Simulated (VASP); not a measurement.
Set up this calculation in VASP 6.6.1, as the native input.

```yaml
Task: single point
Functional: PBEsol
Potentials_or_basis: VASP PAW PBE potentials, release 64 (B, N)
Cutoff: 520 eV
k_mesh: 12 × 12 × 4
Occupations: gaussian, width 0.05 eV
Spin: no spin polarisation
Dipole_correction: no
Further_INCAR_settings: ALGO = Normal; EDIFF = 1e-07; NBANDS = 16
```

The structure of BN lies in POSCAR:

```
BN
1.0
    2.7038137805      0.0000000000      0.0000000000
   -1.3519068903      2.3415714211      0.0000000000
    0.0000000000      0.0000000000      5.7652672305
B N
2 2
Direct
    0.0000000000      0.0000000000      0.5000000000
    0.3333333333      0.6666666667      0.0000000000
    0.0000000000      0.0000000000      0.0000000000
    0.6666666667      0.3333333333      0.5000000000
```

This cell differs from its parent crystal: ratio of the length along z to the lengths across it x 0.8, volume and fractional coordinates fixed.

The input as run:

INCAR

```
  ALGO = Normal
  EDIFF = 1E-7
  ENCUT = 520
  GGA = PS
  ISIF = 2
  ISMEAR = 0
  LASPH = True
  LCHARG = False
  LREAL = False
  LWAVE = False
  NBANDS = 16
  NELM = 100
  PREC = Accurate
  SIGMA = 0.05
```

KPOINTS

```
k-points
0
Gamma
  12 12 4
```

Potentials or basis: VASP PAW PBE potentials, release 64 (B, N).

Command:

```bash
$ cat potpaw_PBE.64/B/POTCAR potpaw_PBE.64/N/POTCAR > POTCAR
$ mpirun -np 1 vasp_std > vasp.out
```

Results of the run:

The pressure is -42.6 GPa and the band gap on the k mesh is 3.30 eV, indirect (least direct gap 3.45 eV).

Caveat: the PAW data sets were made with another functional, which shifts forces and pressure a little; this functional lacks dispersion, which binds the layers, so the pressure and a relaxed spacing across them are unreliable.

Run time: 16 s on 1 thread of Intel(R) Xeon(R) 6975P-C (Granite Rapids), on a shared host, peak memory 0.15 GiB.
